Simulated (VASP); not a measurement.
Wanted: the native input for a VASP 6.6.1 run.

```
Task                   : single point
Functional             : PBEsol
Potentials or basis    : VASP PAW PBE potentials, release 64 (Ti_sv)
Cutoff                 : 500 eV
k mesh                 : 9 × 9 × 9, shifted
Occupations            : fermi-dirac, width 0.05 eV
Spin                   : no spin polarisation
Dipole correction      : no
Further INCAR settings : ALGO = Normal; EDIFF = 1e-06; NBANDS = 19; ISYM = 0
```

The structure of Ti lies in POSCAR:

```
Ti
1.0
    0.0000000000      2.7912246522      2.7912246522
    2.7912246522      0.0000000000      2.7912246522
    2.7912246522      2.7912246522      0.0000000000
Ti
2
Direct
   -0.0875000000     -0.1375000000     -0.1375000000
    0.0875000000      0.1375000000      0.1375000000
```

One way to write it, as run:

INCAR

```
SYSTEM = Ti
PREC     = Accurate       ! precision mode
ENCUT    = 500            ! plane-wave cutoff, eV
EDIFF    = 1E-6           ! SCF threshold, eV
ISMEAR   = -1             ! smearing method
SIGMA    = 0.05           ! smearing width, eV
LREAL    = .FALSE.        ! projectors in reciprocal space
LASPH    = .TRUE.         ! aspherical terms in the spheres
NELM     = 120            ! most SCF steps
ALGO     = Normal         ! electronic algorithm
ISIF     = 2              ! what is computed and relaxed
LWAVE    = .FALSE.        ! write WAVECAR
LCHARG   = .FALSE.        ! write CHGCAR
GGA      = PS             ! functional
NBANDS   = 19             ! bands
ISYM     = 0            
GGA_COMPAT= .FALSE.
```

KPOINTS

```
Automatic mesh
0
Gamma
  9 9 9
  0.5 0.5 0.5
```

Potentials or basis: VASP PAW PBE potentials, release 64 (Ti_sv).

Command:

```bash
$ cat potpaw_PBE.64/Ti_sv/POTCAR > POTCAR
$ mpirun -np 1 vasp_std > vasp.out
```

It gave:

```
Pressure               : -1.4 GPa
Largest force          : 0.985 eV/Å
Band gap on the k mesh : zero (bands 12 and 13 overlap by 0.50 eV)
```

Caveat: the PAW data sets were made with another functional, which shifts forces and pressure a little.

Run time: 10 min on 1 thread of Intel(R) Xeon(R) 6975P-C (Granite Rapids), with other jobs on the host, peak memory 0.92 GiB.
